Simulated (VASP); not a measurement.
# Li2GeN (Immm) in VASP: relaxation of cell and atoms with PBE

Aim: the relaxation of cell and atoms of Li2GeN with PBE.

All numbers are computed with VASP 6.6.1; they aren't measurements. Logs are shortened: lines on timing, memory, paths and dates and some standing lists are left out, and cuts for length are marked.

## (1) The cell of the first run

Symmetry: Immm, No. 71, orthorhombic system. The conventional cell has a = 3.934 Å, b = 4.736 Å, c = 6.704 Å, α = 90.00°, β = 90.00°, γ = 90.00°. Within 2.6 Å of Li (site symmetry mmm) lie 2 Ge at 1.97 Å and 2 Li at 2.37 Å. Li (site symmetry mmm) has 2 N at 1.97 Å and 2 Li at 2.37 Å within 2.6 Å. Ge (site symmetry mmm) has 2 Li at 1.97 Å and 2 N at 2.37 Å within 2.6 Å. Within 2.6 Å of N (site symmetry mmm) lie 2 Li at 1.97 Å and 2 Ge at 2.37 Å.

The cell was generated, and may not be a known phase.

## (2) Relaxation of cell and atoms, PBE

The input, INCAR:

```
SYSTEM = Li2GeN
ALGO = Normal
EDIFF = 1E-7
EDIFFG = -0.08
ENCUT = 750
GGA = PE
GGA_COMPAT = .False.
IBRION = 2
ISIF = 3
ISMEAR = 0
LASPH = .True.
LCHARG = .False.
LREAL = .False.
LWAVE = .False.
NELM = 120
NELMIN = 4
NSW = 36
PREC = Accurate
SIGMA = 0.2
```

The input, KPOINTS:

```
k-points
0
Gamma
  6 6 6
  0 0 0
```

The input, POSCAR:

```
Li2GeN
1.0
   -1.9668009200      2.3678468200      3.3519925400
    1.9668009200     -2.3678468200      3.3519925400
    1.9668009200      2.3678468200     -3.3519925400
Li Ge N
2 1 1
Direct
    0.5000000000      0.5000000000      0.0000000000
    0.0000000000      0.5000000000      0.5000000000
    0.5000000000      0.0000000000      0.5000000000
    0.0000000000      0.0000000000      0.0000000000
```

Potentials or basis: VASP PAW PBE potentials, release 64 (Li_sv, Ge_d, N).

On the command line:

```bash
cat potpaw_PBE.64/Li_sv/POTCAR potpaw_PBE.64/Ge_d/POTCAR potpaw_PBE.64/N/POTCAR > POTCAR
mpirun -np 1 vasp_std > vasp.out
```

OUTCAR:

```text
SYSTEM = Li2GeN
   EDIFF = 1E-7
   EDIFFG = -0.08
   ENCUT = 750
   GGA = PE
   IBRION = 2
   ISIF = 3
   ISMEAR = 0
   LASPH = .True.
   LREAL = .False.
   NELM = 120
   NELMIN = 4
   NSW = 36
   PREC = Accurate

 ion  position               nearest neighbor table
   1  0.500  0.500  0.000-   3 1.97   3 1.97   2 2.37   2 2.37
   2  0.000  0.500  0.500-   4 1.97   4 1.97   1 2.37   1 2.37
   3  0.500  0.000  0.500-   1 1.97   1 1.97
   4  0.000  0.000  0.000-   2 1.97   2 1.97

  LATTYP: Found a body centered orthorhombic cell.
 ALAT       =     3.9336018400
 B/A-ratio  =     1.2039077244
 C/A-ratio  =     1.7042866443

  Lattice vectors:

 A1 = (  -1.9668009200,   2.3678468200,   3.3519925400)
 A2 = (   1.9668009200,  -2.3678468200,   3.3519925400)
 A3 = (   1.9668009200,   2.3678468200,  -3.3519925400)

Analysis of symmetry for initial positions (statically):
=====================================================================
 Subroutine PRICEL returns:
 Original cell was already a primitive cell.

 Routine SETGRP: Setting up the symmetry group for a
 body centered orthorhombic supercell.

 Subroutine GETGRP returns: Found  8 space group operations
 (whereof  8 operations were pure point group operations)
 out of a pool of  8 trial point group operations.

The static configuration has the point symmetry D_2h.

Analysis of symmetry for dynamics (positions and initial velocities):
=====================================================================
 Subroutine PRICEL returns:
 Original cell was already a primitive cell.

 Routine SETGRP: Setting up the symmetry group for a
 body centered orthorhombic supercell.

 Subroutine GETGRP returns: Found  8 space group operations
 (whereof  8 operations were pure point group operations)
 out of a pool of  8 trial point group operations.

The dynamic configuration has the point symmetry D_2h.

 Subroutine INISYM returns: Found  8 space group operations
 (whereof  8 operations are pure point group operations),
 and found     1 'primitive' translations

----------------------------------------------------------------------------------------

                                     Primitive cell

  volume of cell :      62.4420

  direct lattice vectors                    reciprocal lattice vectors
    -1.966800920  2.367846820  3.351992540     0.000000000  0.211162308  0.149165010
     1.966800920 -2.367846820  3.351992540     0.254219934  0.000000000  0.149165010
     1.966800920  2.367846820 -3.351992540     0.254219934  0.211162308  0.000000000

  length of vectors
[... 84 lines left out ...]
   ENCUT  =  750.0 eV  55.12 Ry    7.42 a.u.  10.16 10.16 10.16*2*pi/ulx,y,z
   NELM   =    120;   NELMIN=  4; NELMDL= -5     # of ELM steps
   EDIFF  = 0.1E-06   stopping-criterion for ELM
   LREAL  =      F    real-space projection
   EDIFFG = -.8E-01   stopping-criterion for IOM
   NSW    =     36    number of steps for IOM
   IBRION =      2    ionic relax: 0-MD 1-quasi-New 2-CG
   NFREE  =      1    steps in history (QN), initial steepest desc. (CG)
   ISIF   =      3    stress and relaxation
   ISYM   =      2    0-nonsym 1-usesym 2-fastsym
   POTIM  = 0.5000    time-step for ionic-motion
   TEBEG  =    0.0;   TEEND  =   0.0 temperature during run
   PSTRESS=    0.0 pullay stress
   NELECT =      25.0000    total number of electrons
   NUPDOWN=      -1.0000    fix difference up-down
   EMIN   =  10.00;   EMAX   =-10.00  energy-range for DOS
   EFERMI =   0.00;   METHOD = LEGACY
   ISMEAR =     0;   SIGMA  =   0.20  broadening in eV -4-tet -1-fermi 0-gaus
   EFERMI_NEDOS =   21; number of points for ismear=-14 and -15
   IALGO  =     38    algorithm
   IMIX   =      4    mixing-type and parameters
     AMIX     =   0.40;   BMIX     =  1.00
     AMIX_MAG =   1.60;   BMIX_MAG =  1.00
  volume/ion in A,a.u.               =      15.61       105.34
  Fermi-wavevector in a.u.,A,eV,Ry     =   1.206598  2.280139 19.808422  1.455878
  Thomas-Fermi vector in A             =   2.342260
   LORBIT       =      0    0 simple, 1 ext, 2 COOP (PROOUT), +10 PAW based schemes
   GGA     = PE    functional components
   LHFCALC =     F    Hartree Fock is set to
   AEXX    =    0.0000 exact exchange contribution
   IVDW    =     0    specifies the selected vdW correction
   LEPSILON=     F    determine dielectric tensor
   LRPA    =     F    only Hartree local field effects (RPA)
 conjugate gradient relaxation of ions
 non-spin polarized calculation
 Gauss-broadening in eV      SIGMA  =   0.20
  energy-cutoff  :      750.00
  volume of cell :       62.44
 maximum number of plane-waves:      2940
 NGX is ok and might be reduce to    42
   NGX = 21   NGY = 21   NGZ = 21

--------------------------------------- Ionic step        1  -------------------------------------------

 number of electron      25.0000000 magnetization

 Free energy of the ion-electron system (eV)
  ---------------------------------------------------
  ext. energy  EPLUGINS =         0.00000000
  ---------------------------------------------------
  free energy    TOTEN  =       -12.48373561 eV

  energy without entropy =      -12.44454916  energy(sigma->0) =      -12.46414239

------------------------ aborting loop because EDIFF is reached ----------------------------------------

  FORCE on cell =-STRESS in cart. coord.  units (eV):
  Direction    XX          YY          ZZ          XY          YZ          ZX
  --------------------------------------------------------------------------------------
  -------------------------------------------------------------------------------------
  Total       15.6369464     -5.5277123     -1.6996756      0.0000000      0.0000000      0.0000000
  in kB      401.2226929   -141.8335486    -43.6113560      0.0000000      0.0000000      0.0000000
  external PRESSURE =      71.9259294 kB  Pullay stress =       0.0000000 kB
[... 1016 lines left out ...]
      5     -18.7403      2.00000
      6     -18.7243      2.00000
[... 8 lines left out ...]
     15      10.3320      0.00000
     16      11.4129      0.00000

 [... further k-points ...]

[... ionic steps 4 to 12 ...]

--------------------------------------- Ionic step       13  -------------------------------------------

 number of electron      25.0000007 magnetization

------------------------ aborting loop because EDIFF is reached ----------------------------------------
[... 71 lines left out ...]
--------------------------------------- Ionic step       15  -------------------------------------------

 number of electron      25.0000001 magnetization

 Free energy of the ion-electron system (eV)
  ---------------------------------------------------
  ext. energy  EPLUGINS =         0.00000000
  ---------------------------------------------------
  free energy    TOTEN  =       -14.35540369 eV

  energy without entropy =      -14.31384164  energy(sigma->0) =      -14.33462267

 E-fermi :   3.9083     XC(G=0):  -9.6702

 val. band max:        3.8880180573   @ k =   0.3333   0.1667   0.1667
 cond. band min:       3.9568994934   @ k =   0.1667   0.3333   0.1667
 fundamental gap:      0.0688814361
 Fermi energy:         3.9083155609
[... 487 lines left out ...]
  FREE ENERGIE OF THE ION-ELECTRON SYSTEM (eV)
  ---------------------------------------------------
  free  energy   TOTEN  =       -14.3554036906 eV

  energy  without entropy=      -14.3138416407  energy(sigma->0) =      -14.33462267

 reached required accuracy - stopping structural energy minimisation
```

OSZICAR:

```text
N       E                     dE             d eps       ncg     rms          rms(c)
[... 177 lines left out ...]
DAV:   2    -0.143700990236E+02    0.37422E-01   -0.26349E-01  2032   0.418E+00    0.760E-01
DAV:   3    -0.143602790541E+02    0.98200E-02   -0.54820E-02  1928   0.183E+00    0.460E-01
DAV:   4    -0.143555693919E+02    0.47097E-02   -0.12990E-02  1928   0.113E+00    0.959E-02
DAV:   5    -0.143554099976E+02    0.15939E-03   -0.11220E-03  1968   0.521E-01    0.420E-02
DAV:   6    -0.143554043188E+02    0.56787E-05   -0.75288E-05  2040   0.813E-02    0.176E-02
DAV:   7    -0.143554038373E+02    0.48147E-06   -0.10636E-05  2120   0.292E-02    0.581E-03
DAV:   8    -0.143554036504E+02    0.18693E-06   -0.13493E-06  2016   0.171E-02    0.129E-03
DAV:   9    -0.143554036906E+02   -0.40139E-07   -0.97870E-08  1048   0.407E-03
  15 F= -.14355404E+02 E0= -.14334623E+02  d E =-.187453E-01
```

CONTCAR:

```text
Li2GeN
   1.00000000000000
    -2.4766652870680370    2.1622353892989992    2.5094743322129052
     2.4766652870680370   -2.1622353892989992    2.5094743322129052
     2.4766652870680370    2.1622353892989992   -2.5094743322129052
  Li              Ge              N
     2     1     1
Direct
     0.5000000000000000    0.5000000000000000    0.0000000000000000
     0.0000000000000000    0.5000000000000000    0.5000000000000000
     0.5000000000000000    0.0000000000000000    0.5000000000000000
     1.0000000000000000    0.0000000000000000    0.0000000000000000

  0.00000000E+00  0.00000000E+00  0.00000000E+00
  0.00000000E+00  0.00000000E+00  0.00000000E+00
  0.00000000E+00  0.00000000E+00  0.00000000E+00
  0.00000000E+00  0.00000000E+00  0.00000000E+00
```

It took 45 min on 1 thread of Intel Xeon 8259CL, shared host; peak memory 0.34 GiB.

Results:

```yaml
Free_energy: -14.3554 eV
Relaxed_volume: 13.44 Å³/atom
Relaxed_cell: a = 4.136 Å, b = 4.136 Å, c = 4.136 Å, α = 106.43°, β = 116.96°, γ = 105.29°
Space_group_after_relaxing_to_0.1_Å: I4/mmm (No. 139)
Energy_gained_by_relaxing: 467.9 meV/atom
Ionic_steps: 15
Pressure_after_relaxing: 0.0 GPa
Band_gap_on_the_k_mesh: zero (an odd number of electrons rules out a gap without spin polarisation)
```

Stress tensor (GPa, compression positive):
```
 0.26  0.00  0.00
 0.00  0.14  0.00
 0.00  0.00 -0.26
```

Step by step:
| step | energy change (eV) | largest force (eV/Å) | pressure (GPa) | volume (Å³) |
| --- | --- | --- | --- | --- |
| 1 | 0.0000 | 0.0000 | 7.19 | 62.44 |
| 2 | -1.4350 | 0.0000 | -3.35 | 67.85 |
| 3 | -1.4396 | 0.0000 | -3.62 | 68.19 |
| 4 | -1.4392 | 0.0000 | -3.56 | 68.09 |
| 5 | -1.5146 | 0.0000 | -1.98 | 64.57 |
| 6 | -1.5481 | 0.0000 | 0.02 | 61.18 |
| 7 | -1.6153 | 0.0000 | 0.20 | 59.34 |
| 8 | -1.7747 | 0.0000 | 1.89 | 53.73 |
| 9 | -1.0177 | 0.0000 | 20.37 | 42.22 |
| 10 | -1.7886 | 0.0000 | 2.43 | 52.77 |
| 11 | -1.7973 | 0.0000 | 3.65 | 51.07 |
| 12 | -1.8530 | 0.0000 | 1.25 | 52.13 |
| 13 | -1.8529 | 0.0000 | 1.18 | 52.16 |
| 14 | -1.8692 | 0.0000 | 0.45 | 53.16 |
| 15 | -1.8717 | 0.0000 | 0.05 | 53.75 |

Final structure:
```
Li Ge N
1.0
    -2.47667    2.16224    2.50947
     2.47667   -2.16224    2.50947
     2.47667    2.16224   -2.50947
Li Ge N
2 1 1
Direct
  0.50000 0.50000 0.00000
  0.00000 0.50000 0.50000
  0.50000 0.00000 0.50000
  0.00000 0.00000 0.00000
```

Levels at points of the mesh, in eV from the Fermi level:
```
           k point  band 9  band 10  band 11  band 12  band 13  band 14  band 15  band 16
(0.00, 0.00, 0.00)   -6.11    -4.10    -2.16    -2.08     0.87     0.91     3.78     4.10
(0.50, 0.00, 0.00)   -8.95    -2.42    -2.24    -1.45    -1.03     0.92     4.27     4.56
(0.00, 0.50, 0.00)   -6.11    -4.82    -4.46    -1.63     1.69     1.96     2.13     4.16
(0.50, 0.50, 0.00)   -8.94    -2.40    -2.27    -1.47    -1.02     0.90     4.27     4.58
(0.50, 0.50, 0.50)   -5.77    -5.07    -4.59    -4.57     1.73     1.77     2.62     3.20
```

The gap in the log of VASP goes by the Fermi energy; the results here count the filled bands.